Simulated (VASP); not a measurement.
# HfN (P6_3/mmc) in VASP: further runs, part 2 of 3

VASP 6.6.1. The steps go on from the part before.

## Step 3: Single point, LDA

This run uses another cell than the first one, of 11.15 Å³/atom, 0.997 times its volume.

File INCAR:

```
ALGO = Normal
EDIFF = 1E-6
ENCUT = 520
GGA = CA
ISIF = 2
ISMEAR = 1
LASPH = True
LCHARG = False
LREAL = False
LWAVE = False
NBANDS = 23
NELM = 80
PREC = Accurate
SIGMA = 0.05
```

File KPOINTS:

```
k-points
0
Gamma
  9 9 5
```

File POSCAR:

```
HfN
1.0
    3.1016031845      0.0000000000      0.0000000000
   -1.5508015922      2.6860671502      0.0000000000
    0.0000000000      0.0000000000      5.3547725683
Hf N
2 2
Direct
    0.6666666667      0.3333333333      0.7500000000
    0.3333333333      0.6666666667      0.2500000000
    0.0000000000      0.0000000000      0.0000000000
    0.0000000000      0.0000000000      0.5000000000
```

Potentials or basis: VASP PAW LDA potentials, release 64 (Hf_pv, N).

Command:

```bash
$ cat potpaw_LDA.64/Hf_pv/POTCAR potpaw_LDA.64/N/POTCAR > POTCAR
$ mpirun -np 1 vasp_std > vasp.out
```

It took 20 s on 1 thread of AMD EPYC 7R13 (Zen 3), shared host; peak memory 0.13 GiB.

It converged, with:

```
Free energy            : -47.5977 eV
Pressure               : -1.1 GPa
Band gap on the k mesh : zero (band 15 reaches 9.56 eV, above the bottom of band 16 at 7.79 eV)
```

Stress tensor (GPa, compression positive):
```
-1.18  0.00  0.00
 0.00 -1.18  0.00
 0.00  0.00 -1.04
```

Levels at points of the mesh, in eV from the Fermi level:
| k point | band 13 | band 14 | band 15 | band 16 | band 17 | band 18 |
| --- | --- | --- | --- | --- | --- | --- |
| (0.00, 0.00, 0.00) | -3.80 | -1.82 | -0.83 | 0.54 | 0.54 | 1.26 |

Caveat: spin-orbit coupling is left out, which moves the levels of the heavy elements.

## Step 4: Single point, BLYP+D3(BJ)

This run uses another cell than the first one, of 11.57 Å³/atom, 1.034 times its volume.

File INCAR:

```
AGGAC    = 1.0          
AGGAX    = 1.0          
ALDAC    = 0.0          
ALDAX    = 1.0          
ALGO     = Normal         # electronic algorithm
EDIFF    = 1E-6           # SCF threshold, eV
ENCUT    = 520            # plane-wave cutoff, eV
GGA      = B5             # functional
ISIF     = 2              # what is computed and relaxed
ISMEAR   = 1              # smearing method
IVDW     = 12             # dispersion correction
LASPH    = T              # aspherical terms in the spheres
LCHARG   = F              # write CHGCAR
LREAL    = F              # projectors in reciprocal space
LWAVE    = F              # write WAVECAR
NBANDS   = 23             # bands
NELM     = 100            # most SCF steps
PREC     = Accurate       # precision mode
SIGMA    = 0.05           # smearing width, eV
VDW_A1   = 0.4298       
VDW_A2   = 4.2359       
VDW_S6   = 1.0          
VDW_S8   = 2.6996
```

KPOINTS is that of step 3.

File POSCAR:

```
HfN
1.0
    3.1337323023      0.0000000000      0.0000000000
   -1.5668661511      2.7138917824      0.0000000000
    0.0000000000      0.0000000000      5.4427595687
Hf N
2 2
Direct
    0.6666666667      0.3333333333      0.7500000000
    0.3333333333      0.6666666667      0.2500000000
    0.0000000000      0.0000000000      0.0000000000
    0.0000000000      0.0000000000      0.5000000000
```

Potentials or basis: VASP PAW PBE potentials, release 64 (Hf_pv, N).

Command:

```bash
$ cat potpaw_PBE.64/Hf_pv/POTCAR potpaw_PBE.64/N/POTCAR > POTCAR
$ mpirun -np 1 vasp_std > vasp.out
```

OUTCAR:

```text
EDIFF = 1E-6
   ENCUT = 520
   GGA = B5
   ISIF = 2
   ISMEAR = 1
   IVDW = 12
   LASPH = T
   LREAL = F
   NELM = 100
   PREC = Accurate
 IVDW          = 12

 ion  position               nearest neighbor table
   1  0.667  0.333  0.750-   3 2.26   4 2.26   3 2.26   4 2.26   3 2.26   4 2.26   2 3.27   2 3.27
                             2 3.27   2 3.27   2 3.27   2 3.27
   2  0.333  0.667  0.250-   3 2.26   4 2.26   3 2.26   4 2.26   3 2.26   4 2.26   1 3.27   1 3.27
                             1 3.27   1 3.27   1 3.27   1 3.27
   3  0.000  0.000  0.000-   1 2.26   2 2.26   2 2.26   1 2.26   1 2.26   2 2.26
   4  0.000  0.000  0.500-   1 2.26   2 2.26   2 2.26   1 2.26   1 2.26   2 2.26

  LATTYP: Found a hexagonal cell.
 ALAT       =     3.1337323023
 C/A-ratio  =     1.7368297747

  Lattice vectors:

 A1 = (   3.1337323023,   0.0000000000,   0.0000000000)
 A2 = (  -1.5668661511,   2.7138917824,   0.0000000000)
 A3 = (   0.0000000000,   0.0000000000,   5.4427595687)

Analysis of symmetry for initial positions (statically):
=====================================================================
 Subroutine PRICEL returns:
 Original cell was already a primitive cell.

 Routine SETGRP: Setting up the symmetry group for a
 hexagonal supercell.

 Subroutine GETGRP returns: Found 24 space group operations
 (whereof 12 operations were pure point group operations)
 out of a pool of 24 trial point group operations.

The static configuration has the point symmetry D_3d.
 The point group associated with its full space group is D_6h.

Analysis of symmetry for dynamics (positions and initial velocities):
=====================================================================
 Subroutine PRICEL returns:
 Original cell was already a primitive cell.

 Routine SETGRP: Setting up the symmetry group for a
 hexagonal supercell.

 Subroutine GETGRP returns: Found 24 space group operations
[... 125 lines left out ...]
   IALGO  =     38    algorithm
   IMIX   =      4    mixing-type and parameters
     AMIX     =   0.40;   BMIX     =  1.00
     AMIX_MAG =   1.60;   BMIX_MAG =  1.00
  volume/ion in A,a.u.               =      11.57        78.09
  Fermi-wavevector in a.u.,A,eV,Ry     =   1.416742  2.677254 27.309036  2.007157
  Thomas-Fermi vector in A             =   2.538045
   LORBIT       =      0    0 simple, 1 ext, 2 COOP (PROOUT), +10 PAW based schemes
   GGA     = B5    functional components
   LHFCALC =     F    Hartree Fock is set to
   AEXX    =    0.0000 exact exchange contribution
   IVDW    =    12    specifies the selected vdW correction
   LEPSILON=     F    determine dielectric tensor
   LRPA    =     F    only Hartree local field effects (RPA)
 non-spin polarized calculation
 Methfessel and Paxton  Order N= 1 SIGMA  =   0.05
  energy-cutoff  :      520.00
  volume of cell :       46.29
 maximum number of plane-waves:      1275
 NGX is ok and might be reduce to    24
   NGX = 11   NGY = 11   NGZ = 21

 number of electron      30.0000001 magnetization

 Free energy of the ion-electron system (eV)
  ---------------------------------------------------
  ext. energy  EPLUGINS =         0.00000000
  ---------------------------------------------------
  free energy    TOTEN  =       -39.85253638 eV

  energy without entropy =      -39.85242523  energy(sigma->0) =      -39.85249933

 E-fermi :   8.5466     XC(G=0): -12.0519

 val. band max:        8.4908327605   @ k =   0.3333   0.0000   0.4000
 cond. band min:       8.5544250224   @ k =   0.3333   0.3333   0.0000
 fundamental gap:      0.0635922619
 Fermi energy:         8.5465840149

 k-point     1 :       0.0000    0.0000    0.0000
  band No.  band energies     occupation
      1     -23.3004      2.00000
      2     -22.4707      2.00000
      3     -22.3592      2.00000
      4     -22.3592      2.00000
      5     -22.3019      2.00000
      6     -22.3019      2.00000
[... 613 lines left out ...]
     22      14.4013      0.00000
     23      15.8947      0.00000

 [... further k-points ...]

------------------------ aborting loop because EDIFF is reached ----------------------------------------

 Edisp (eV)   -3.60504

 E8    (eV) :    -2.7346

  FORCE on cell =-STRESS in cart. coord.  units (eV):
  Direction    XX          YY          ZZ          XY          YZ          ZX
  --------------------------------------------------------------------------------------
  -------------------------------------------------------------------------------------
  Total      -0.40410    -0.40410    -0.38143    -0.00000    -0.00000    -0.00000
  in kB     -13.98710   -13.98710   -13.20225    -0.00000    -0.00000    -0.00000
  external pressure =      -13.73 kB  Pullay stress =        0.00 kB

 VOLUME and BASIS-vectors are now :
 -----------------------------------------------------------------------------
  energy-cutoff  :      520.00
  volume of cell :       46.29
      direct lattice vectors                 reciprocal lattice vectors
     3.133732302  0.000000000  0.000000000     0.319108304  0.184237265  0.000000000
    -1.566866151  2.713891782  0.000000000     0.000000000  0.368474530  0.000000000
     0.000000000  0.000000000  5.442759569     0.000000000  0.000000000  0.183730328

 POSITION                                       TOTAL-FORCE (eV/Angst)
 -----------------------------------------------------------------------------------
      1.56687      0.90463      4.08207         0.000000      0.000000      0.000000
     -0.00000      1.80926      1.36069        -0.000000     -0.000000      0.000000
      0.00000      0.00000      0.00000         0.000000      0.000000      0.000000
      0.00000      0.00000      2.72138        -0.000000      0.000000      0.000000
 -----------------------------------------------------------------------------------
    total drift:                               -0.000000      0.000000     -0.000000

  FREE ENERGIE OF THE ION-ELECTRON SYSTEM (eV)
  ---------------------------------------------------
  free  energy   TOTEN  =       -43.4575772483 eV

  energy  without entropy=      -43.4574660910  energy(sigma->0) =      -43.45754020
```

stdout:

```text
POSCAR found type information on POSCAR HfN
 POSCAR found :  2 types and       4 ions
 scaLAPACK will be used
 -----------------------------------------------------------------------------
|                                                                             |
|                                                                             |
|     You enforced a specific xc type in the INCAR file but a different       |
|     I HOPE YOU KNOW WHAT YOU ARE DOING!                                     |
|                                                                             |
 -----------------------------------------------------------------------------

 LDA part: xc-table for (Slater(with rela. corr.)+VWN5), standard interpolation
 POSCAR, INCAR and KPOINTS ok, starting setup
 FFT: planning ... GRIDC
 FFT: planning ... GRID_SOFT
 FFT: planning ... GRID
 WAVECAR not read
 entering main loop
```

Wall time 32 s (1 thread of AMD EPYC 7R13 (Zen 3), shared host); peak memory 0.16 GiB.

Results:

* Free energy: -43.4576 eV
* Pressure: -1.4 GPa
* Band gap on the k mesh: zero (band 15 reaches 9.80 eV, above the bottom of band 16 at 8.17 eV)
* Dispersion energy per atom: -0.901 eV

Stress tensor (GPa, compression positive):
```
-1.40  0.00  0.00
 0.00 -1.40  0.00
 0.00  0.00 -1.32
```

Caveat: the PAW data sets were made with another functional, which shifts forces and pressure a little; spin-orbit coupling is left out, which moves the levels of the heavy elements; pairwise dispersion overbinds metals, which lowers pressure and volume.

(Part 2 of 3 ends here.)
